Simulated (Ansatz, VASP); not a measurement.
## PbS in VASP and in Ansatz

File POSCAR:

```
PbS
1.0
    4.0344247261      0.0000000000      0.0000000000
   -2.0172123630      3.4939143025      0.0000000000
    0.0000000000      0.0000000000      3.7369692780
Pb S
1 1
Direct
    0.0000000000      0.0000000000      0.0000000000
    0.6666666667      0.3333333333      0.5000000000
```

Contents of INCAR.step1:

```
SYSTEM = PbS
  PREC = Accurate
  ENCUT = 520
  EDIFF = 1E-5
  ISMEAR = -1
  SIGMA = 0.05
  LREAL = .False.
  LASPH = .True.
  NELM = 100
  ALGO = Normal
  ISIF = 2
  LWAVE = .True.
  LCHARG = .False.
  GGA = PE
  NBANDS = 17
```

INCAR.step2

```
SYSTEM = PbS
  PREC = Accurate
  ENCUT = 520
  EDIFF = 1E-7
  ISMEAR = -1
  SIGMA = 0.05
  LREAL = .False.
  LASPH = .True.
  NELM = 100
  ALGO = Normal
  ISIF = 2
  LWAVE = .False.
  LCHARG = .False.
  GGA = PE
  LHFCALC = .True.
  HFSCREEN = 0.2079
  PRECFOCK = Normal
  ISTART = 1
  NBANDS = 17
```

The input KPOINTS:

```
regular mesh
0
Gamma
  4 4 4
  0 0 0
```

input

```
crystal:
  lattice:
    - [4.0344247261, 0.0, 0.0]
    - [-2.017212363, 3.4939143025, 0.0]
    - [0.0, 0.0, 3.736969278]
  atoms:
    - { symbol: Pb, position: [0.0, 0.0, 0.0] }
    - { symbol: S, position: [0.6666666667, 0.3333333333, 0.5] }
hamiltonian:
  xc: hse06
  pseudopotentials: { kind: paw }
kpoints:
  mp_grid: { grid: [4, 4, 4] }
scf:
  occupations: { method: fermi_dirac, width: 0.05 }
output:
  forces: true
  stress: true
  eigenvalues: true
```

Alike in both runs: task single point; functional HSE06; k mesh 4 × 4 × 4; occupations fermi-dirac, width 0.05 eV; no spin polarisation.

|  | VASP | Ansatz |
| --- | --- | --- |
| version | VASP 6.6.1 | Ansatz 0.2.0 |
| potentials or method | VASP PAW PBE potentials, release 64 (Pb_d, S) | Ansatz PAW |
| plane-wave cutoff (eV) | 520 | 420 |
| valence electrons in the cell | 20 | 20 |

Ansatz gave:

- gap on the k mesh at the Fermi level (eV): 0.41
- least direct gap on the mesh (eV): 1.26
- pressure (GPa): 1.2
- traceless stress, the component that is largest in VASP (GPa): 0.82

Task: Which values does VASP return?

Result: gap on the k mesh at the Fermi level (eV): 0.41; least direct gap on the mesh (eV): 1.27; pressure (GPa): 1.1; traceless stress, the component that is largest in VASP (GPa): 0.82.

With one functional, cell and mesh, what is left measures potentials, basis and numerics.

The k mesh is coarse, so the values compare programs but aren't converged. Spin-orbit coupling is off throughout.
